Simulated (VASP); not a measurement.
Wanted: the native input for a VASP 6.6.1 run.

```yaml
Task: single point
Functional: r2SCAN
Potentials_or_basis: VASP PAW PBE potentials, release 64 (Zr_sv, F)
Cutoff: 660 eV
k_mesh: 13 × 13 × 13
Occupations: fermi-dirac, width 0.0369 eV
Spin: no spin polarisation
Dipole_correction: no
Further_INCAR_settings: ALGO = Normal; EDIFF = 1e-06; NBANDS = 16
```

ZrF:

```xyz
2
Lattice="0.0000 2.2550 2.2550 2.2550 0.0000 2.2550 2.2550 2.2550 0.0000" Properties=species:S:1:pos:R:3 pbc="T T T"
Zr    0.0000    0.0000    0.0000
F     2.2550    2.2550    2.2550
```

These files were run (other wordings do the same):

POSCAR

```
ZrF
1.0
    0.0000000000      2.2549780000      2.2549780000
    2.2549780000      0.0000000000      2.2549780000
    2.2549780000      2.2549780000      0.0000000000
Zr F
1 1
Direct
    0.0000000000      0.0000000000      0.0000000000
    0.5000000000      0.5000000000      0.5000000000
```

INCAR.step1

```
SYSTEM = ZrF
PREC = Accurate
ENCUT = 660
ISMEAR = -1
SIGMA = 0.0369
LREAL = .FALSE.
LASPH = .TRUE.
NELM = 120
NBANDS = 16
GGA = PE
ALGO = Normal
EDIFF = 1E-5
LWAVE = .TRUE.
LCHARG = .FALSE.
GGA_COMPAT = .FALSE.
```

INCAR.step2

```
SYSTEM = ZrF
PREC = Accurate
ENCUT = 660
EDIFF = 1E-6
ISMEAR = -1
SIGMA = 0.0369
LREAL = .FALSE.
LASPH = .TRUE.
NELM = 120
ALGO = Normal
ISIF = 2
LWAVE = .FALSE.
LCHARG = .TRUE.
METAGGA = R2SCAN
LMIXTAU = .TRUE.
LELF = .TRUE.
LVHAR = .TRUE.
NBANDS = 16
ISTART = 1
GGA_COMPAT = .FALSE.
```

KPOINTS

```
regular mesh
0
G
  13 13 13
  0 0 0
```

Potentials or basis: VASP PAW PBE potentials, release 64 (Zr_sv, F).

The run is started by

```sh
$ cat potpaw_PBE.64/Zr_sv/POTCAR potpaw_PBE.64/F/POTCAR > POTCAR
$ cp INCAR.step1 INCAR
$ mpirun -np 1 vasp_std > vasp.out
$ cp INCAR.step2 INCAR
$ mpirun -np 1 vasp_std > vasp.out
```

It gave:

```
Pressure               : 41.0 GPa
Band gap on the k mesh : zero (an odd number of electrons rules out a gap without spin polarisation)
```

Caveat: the cell stands under pressure; the PAW data sets were made with another functional, which shifts forces and pressure a little; an odd number of electrons without spin polarisation forces a metal; a magnetic or distorted state may lie lower.

Run time: 6.9 min on 1 thread of Intel Xeon 8259CL, with other jobs on the host, peak memory 0.17 GiB.
